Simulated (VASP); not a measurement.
# Hg (P6_3/mmc) in VASP: relaxation of cell and atoms with PBE

Aim: the relaxation of cell and atoms of Hg with PBE.

Program: VASP 6.6.1. These are calculated values, not measurements. Logs are shortened: lines on timing, memory, paths and dates and some standing lists are left out, and cuts for length are marked.

### 1 The cell of the first run

It takes space group P6_3/mmc (No. 194, hexagonal). Conventional cell: a = 3.597 Å, b = 3.597 Å, c = 5.588 Å, α = 90.00°, β = 90.00°, γ = 120.00°. Hg (site symmetry -6m2) has 12 Hg at 3.48 to 3.60 Å within 4.6 Å.

### 2 Relaxation of cell and atoms, PBE

INCAR

```
ALGO = Normal
EDIFF = 1E-7
EDIFFG = -0.01
ENCUT = 500
GGA = PE
GGA_COMPAT = False
IBRION = 2
ISIF = 3
ISMEAR = 0
LASPH = True
LCHARG = False
LREAL = False
LWAVE = False
NELM = 120
NELMIN = 4
NSW = 50
PREC = Accurate
SIGMA = 0.05
```

KPOINTS

```
k-points
0
Gamma
  14 14 8
```

POSCAR

```
Hg
1.0
    3.5965118967      0.0000000000      0.0000000000
   -1.7982559484      3.1146706676      0.0000000000
    0.0000000000      0.0000000000      5.5880038684
Hg
2
Direct
    0.3333333333      0.6666666667      0.7500000000
    0.6666666667      0.3333333333      0.2500000000
```

Potentials or basis: VASP PAW PBE potentials, release 64 (Hg_sv_GW).

Run with:

```sh
cat potpaw_PBE.64/Hg_sv_GW/POTCAR > POTCAR
mpirun -np 1 vasp_std > vasp.out
```

OUTCAR:

```text
EDIFF = 1E-7
   EDIFFG = -0.01
   ENCUT = 500
   GGA = PE
   IBRION = 2
   ISIF = 3
   ISMEAR = 0
   LASPH = True
   LREAL = False
   NELM = 120
   NELMIN = 4
   NSW = 50
   PREC = Accurate

 ion  position               nearest neighbor table
   1  0.333  0.667  0.750-
   2  0.667  0.333  0.250-

  LATTYP: Found a hexagonal cell.
 ALAT       =     3.5965118967
 C/A-ratio  =     1.5537287319

  Lattice vectors:

 A1 = (   3.5965118967,   0.0000000000,   0.0000000000)
 A2 = (  -1.7982559484,   3.1146706676,   0.0000000000)
 A3 = (   0.0000000000,   0.0000000000,   5.5880038684)

Analysis of symmetry for initial positions (statically):
=====================================================================
 Subroutine PRICEL returns:
 Original cell was already a primitive cell.

 Routine SETGRP: Setting up the symmetry group for a
 hexagonal supercell.

 Subroutine GETGRP returns: Found 24 space group operations
 (whereof 12 operations were pure point group operations)
 out of a pool of 24 trial point group operations.

The static configuration has the point symmetry D_3d.
 The point group associated with its full space group is D_6h.

Analysis of symmetry for dynamics (positions and initial velocities):
=====================================================================
 Subroutine PRICEL returns:
 Original cell was already a primitive cell.

 Routine SETGRP: Setting up the symmetry group for a
 hexagonal supercell.

 Subroutine GETGRP returns: Found 24 space group operations
 (whereof 12 operations were pure point group operations)
 out of a pool of 24 trial point group operations.

The dynamic configuration has the point symmetry D_3d.
 The point group associated with its full space group is D_6h.

 Subroutine INISYM returns: Found 24 space group operations
 (whereof 12 operations are pure point group operations),
 and found     1 'primitive' translations

----------------------------------------------------------------------------------------

                                     Primitive cell

  volume of cell :      62.5965

  direct lattice vectors                    reciprocal lattice vectors
     3.596511897  0.000000000  0.000000000     0.278047183  0.160530616  0.000000000
    -1.798255948  3.114670668  0.000000000     0.000000000  0.321061231  0.000000000
     0.000000000  0.000000000  5.588003868     0.000000000  0.000000000  0.178954779

  length of vectors
[... 86 lines left out ...]
   IBRION =      2    ionic relax: 0-MD 1-quasi-New 2-CG
   NFREE  =      1    steps in history (QN), initial steepest desc. (CG)
   ISIF   =      3    stress and relaxation
   ISYM   =      2    0-nonsym 1-usesym 2-fastsym
   POTIM  = 0.5000    time-step for ionic-motion
   TEBEG  =    0.0;   TEEND  =   0.0 temperature during run
   PSTRESS=    0.0 pullay stress
   NELECT =      40.0000    total number of electrons
   NUPDOWN=      -1.0000    fix difference up-down
   EMIN   =  10.00;   EMAX   =-10.00  energy-range for DOS
   EFERMI =   0.00;   METHOD = LEGACY
   ISMEAR =     0;   SIGMA  =   0.05  broadening in eV -4-tet -1-fermi 0-gaus
   EFERMI_NEDOS =   21; number of points for ismear=-14 and -15
   IALGO  =     38    algorithm
   IMIX   =      4    mixing-type and parameters
     AMIX     =   0.40;   BMIX     =  1.00
     AMIX_MAG =   1.60;   BMIX_MAG =  1.00
  volume/ion in A,a.u.               =      31.30       211.21
  Fermi-wavevector in a.u.,A,eV,Ry     =   1.410083  2.664671 27.052932  1.988334
  Thomas-Fermi vector in A             =   2.532073
   LORBIT       =      0    0 simple, 1 ext, 2 COOP (PROOUT), +10 PAW based schemes
   GGA     = PE    functional components
   LHFCALC =     F    Hartree Fock is set to
   AEXX    =    0.0000 exact exchange contribution
   IVDW    =     0    specifies the selected vdW correction
   LEPSILON=     F    determine dielectric tensor
   LRPA    =     F    only Hartree local field effects (RPA)
 conjugate gradient relaxation of ions
 non-spin polarized calculation
 Gauss-broadening in eV      SIGMA  =   0.05
  energy-cutoff  :      500.00
  volume of cell :       62.60
 maximum number of plane-waves:      1641
 NGX is ok and might be reduce to    28
   NGX = 13   NGY = 13   NGZ = 21

--------------------------------------- Ionic step        1  -------------------------------------------

 number of electron      40.0000005 magnetization

 Free energy of the ion-electron system (eV)
  ---------------------------------------------------
  ext. energy  EPLUGINS =         0.00000000
  ---------------------------------------------------
  free energy    TOTEN  =        -0.38848617 eV

  energy without entropy =       -0.38848616  energy(sigma->0) =       -0.38848617

------------------------ aborting loop because EDIFF is reached ----------------------------------------

  FORCE on cell =-STRESS in cart. coord.  units (eV):
  Direction    XX          YY          ZZ          XY          YZ          ZX
  --------------------------------------------------------------------------------------
  -------------------------------------------------------------------------------------
  Total       -0.4013972     -0.4013972     -0.4047093      0.0000000      0.0000000      0.0000000
  in kB      -10.2738832    -10.2738832    -10.3586557      0.0000000      0.0000000      0.0000000
  external PRESSURE =     -10.3021407 kB  Pullay stress =       0.0000000 kB
[... 23 lines left out ...]
--------------------------------------- Ionic step        2  -------------------------------------------

 number of electron      40.0000008 magnetization

 E-fermi :   3.0783     XC(G=0):  -9.8465

 val. band max:        2.9891357208   @ k =   0.2143   0.2143   0.0000
 cond. band min:       3.1415028205   @ k =   0.0000   0.0000   0.0000
 fundamental gap:      0.1523670998
 Fermi energy:         3.0782698699

 k-point     1 :       0.0000    0.0000    0.0000
  band No.  band energies     occupation
      1    -110.8072      2.00000
      2    -110.8069      2.00000
      3     -59.1607      2.00000
      4     -59.1495      2.00000
      5     -59.1495      2.00000
      6     -59.1483      2.00000
[... 818 lines left out ...]
--------------------------------------- Ionic step        7  -------------------------------------------

 number of electron      40.0000005 magnetization

 Free energy of the ion-electron system (eV)
  ---------------------------------------------------
  ext. energy  EPLUGINS =         0.00000000
  ---------------------------------------------------
  free energy    TOTEN  =        -0.40177267 eV

  energy without entropy =       -0.40161639  energy(sigma->0) =       -0.40169453

 E-fermi :   3.4202     XC(G=0): -10.0542

 val. band max:        3.3902209149   @ k =   0.2143   0.2143   0.0000
 cond. band min:       3.4674082814   @ k =   0.0714   0.0000   0.0000
 fundamental gap:      0.0771873665
 Fermi energy:         3.4202118610

 k-point     1 :       0.0000    0.0000    0.0000
  band No.  band energies     occupation
      1    -110.5487      2.00000
      2    -110.5483      2.00000
      3     -58.9023      2.00000
      4     -58.8889      2.00000
      5     -58.8889      2.00000
      6     -58.8874      2.00000
[... 668 lines left out ...]
  FREE ENERGIE OF THE ION-ELECTRON SYSTEM (eV)
  ---------------------------------------------------
  free  energy   TOTEN  =        -0.4017726720 eV

  energy  without entropy=       -0.4016163889  energy(sigma->0) =       -0.40169453

 reached required accuracy - stopping structural energy minimisation
```

It took 8.8 min on 1 thread of Intel Xeon Platinum 8488C (Sapphire Rapids), shared host; peak memory 0.32 GiB.

Results:

```
Free energy                           : -0.4018 eV
Relaxed volume                        : 29.28 Å³/atom
Relaxed cell                          : a = 3.512 Å, b = 3.512 Å, c = 5.482 Å, α = 90.00°, β = 90.00°, γ = 120.00°
Space group after relaxing (to 0.1 Å) : P6_3/mmc (No. 194)
Energy gained by relaxing             : 6.6 meV/atom
Ionic steps                           : 7
Pressure after relaxing               : 0.0 GPa
Band gap on the k mesh                : zero (bands 20 and 21 overlap by 0.07 eV)
```

Step by step:
| step | energy change (eV) | largest force (eV/Å) | pressure (GPa) | volume (Å³) |
| --- | --- | --- | --- | --- |
| 1 | 0.0000 | 0.0000 | -1.03 | 62.60 |
| 2 | -0.0092 | 0.0000 | -0.60 | 60.79 |
| 3 | -0.0132 | 0.0000 | -0.04 | 58.80 |
| 4 | -0.0132 | 0.0000 | 0.00 | 58.67 |
| 5 | -0.0132 | 0.0000 | 0.02 | 58.59 |
| 6 | -0.0132 | 0.0000 | 0.02 | 58.58 |
| 7 | -0.0133 | 0.0000 | 0.02 | 58.57 |

Final structure:
```yaml
crystal:
  lattice:
    - [3.51235, 0.00000, 0.00000]
    - [-1.75617, 3.04178, 0.00000]
    - [0.00000, 0.00000, 5.48197]
  atoms:
    - { symbol: Hg, position: [0.33333, 0.66667, 0.75000] }
    - { symbol: Hg, position: [0.66667, 0.33333, 0.25000] }
```

Caveat: spin-orbit coupling is left out, which moves the levels of the heavy elements.
